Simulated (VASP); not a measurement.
Set up this calculation in VASP 6.6.1, as the native input.

* Task: relaxation of cell and atoms
* Functional: PBEsol
* Potentials or basis: VASP PAW PBE potentials, release 64 (Al)
* Cutoff: 600 eV
* k mesh: 11 × 11 × 6
* Occupations: fermi-dirac, width 0.05 eV
* Spin: no spin polarisation
* Target pressure: 30 GPa
* Dipole correction: no
* Further INCAR settings: ALGO = Normal; EDIFF = 1e-06; IBRION = 2; EDIFFG = -0.005; NSW = 80; ISIF = 3

The structure of Al lies in POSCAR:

```
Al
1.0
    2.8124553515      0.0000000000      0.0000000000
   -1.4062276757      2.4356577814      0.0000000000
    0.0000000000      0.0000000000      4.8668500000
Al
2
Direct
    0.3333333333      0.6666666667      0.2500000000
    0.6666666667      0.3333333333      0.7500000000
```

One way to write it, as run:

INCAR

```
PREC = Accurate ; ENCUT = 600
EDIFF = 1E-6 ; ISMEAR = -1
SIGMA = 0.05 ; LREAL = False
LASPH = True ; NELM = 80
ALGO = Normal ; ISIF = 3
LWAVE = False ; LCHARG = False
GGA = PS ; IBRION = 2
NSW = 80 ; EDIFFG = -0.005
PSTRESS = 300.0
```

KPOINTS

```
regular mesh
0
Gamma
  11 11 6
```

Potentials or basis: VASP PAW PBE potentials, release 64 (Al).

Launch:

```bash
$ cat potpaw_PBE.64/Al/POTCAR > POTCAR
$ mpirun -np 1 vasp_std > vasp.out
```

Results of the run:

```
Relaxed volume                                         : 12.97 Å³/atom
Relaxed cell                                           : a = 2.635 Å, b = 2.635 Å, c = 4.312 Å, α = 90.00°, β = 90.00°, γ = 120.00°
Space group after relaxing (to 0.05 Å)                 : P6_3/mmc (No. 194)
Energy change on relaxing (the enthalpy is what falls) : +248.0 meV/atom
Ionic steps                                            : 13
Pressure after relaxing                                : 30.0 GPa
Band gap on the k mesh                                 : zero (band 3 reaches 15.19 eV, above the bottom of band 4 at 7.35 eV)
```

Caveat: the cell is relaxed towards a set pressure, so the enthalpy falls and the energy may rise; the volume moved by over 15 % at a fixed basis, so the end points are rough; the PAW data sets were made with another functional, which shifts forces and pressure a little.

Wall time 64 s on 1 thread of Intel(R) Xeon(R) Platinum 8259CL CPU @ 2.50GHz (Skylake/Cascade Lake), with other jobs on the host, peak memory 0.16 GiB.
